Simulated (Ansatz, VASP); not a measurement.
**One calculation of Hf, two programs**

Contents of INCAR:

```
SYSTEM = Hf
  AGGAC = 1.0
  AGGAX = 1.0
  ALDAC = 0.0
  ALDAX = 1.0
  ALGO = Normal
  EDIFF = 1E-6
  ENCUT = 520
  GGA = B5
  ISIF = 2
  ISMEAR = -1
  LASPH = .True.
  LCHARG = .False.
  LREAL = .False.
  LWAVE = .False.
  NBANDS = 11
  NELM = 60
  PREC = Accurate
  SIGMA = 0.1
```

Contents of KPOINTS:

```
k-points
0
Gamma
  14 14 14
  0 0 0
```

POSCAR

```
Hf
1.0
   -1.7143656411      1.7143656411      1.7143656411
    1.7143656411     -1.7143656411      1.7143656411
    1.7143656411      1.7143656411     -1.7143656411
Hf
1
Direct
    0.0000000000      0.0000000000      0.0000000000
```

Input for Ansatz:

```yaml
crystal:
  lattice:
    - [-1.7143656411, 1.7143656411, 1.7143656411]
    - [1.7143656411, -1.7143656411, 1.7143656411]
    - [1.7143656411, 1.7143656411, -1.7143656411]
  atoms:
    - { symbol: Hf, position: [0.0, 0.0, 0.0] }
hamiltonian:
  xc: blyp
  pseudopotentials:
    kind: paw
    azcp:
      Hf: "pseudopotentials/Hf.paw.azcp"
basis:
  ecutwfc: 420
  fft_grid_basis: typed
kpoints:
  mp_grid: { grid: [14, 14, 14], shift: [0, 0, 0] }
magnetization:
  spin_polarized: false
scf:
  occupations: { method: fermi_dirac, width: 0.1 }
  lower_state_search: "off"
output:
  stress: true
```

Alike in both runs: task single point; functional BLYP; k mesh 14 × 14 × 14; occupations fermi-dirac, width 0.1 eV; no spin polarisation.

|  | VASP | Ansatz |
| --- | --- | --- |
| version | VASP 6.6.1 | Ansatz 0.2.0 |
| potentials or method | VASP PAW PBE potentials, release 64 (Hf_pv), cutoff 520 eV | plane waves (420 eV) with PAW, scalar-relativistic |
| valence electrons in the cell | 10 | 26 |

|  | VASP | Ansatz | Ansatz less VASP |
| --- | --- | --- | --- |
| pressure (GPa) | 15.4 | 15.3 | -0.17 |

VASP's potentials were made for PBE, not for BLYP. The functional is the same, so the differences come from potentials, cutoffs and numerics. VASP's potentials hold 10 valence electrons a cell and Ansatz's 26, so a difference there can come from the potentials and not from the codes.

Neither program's run includes spin-orbit coupling.
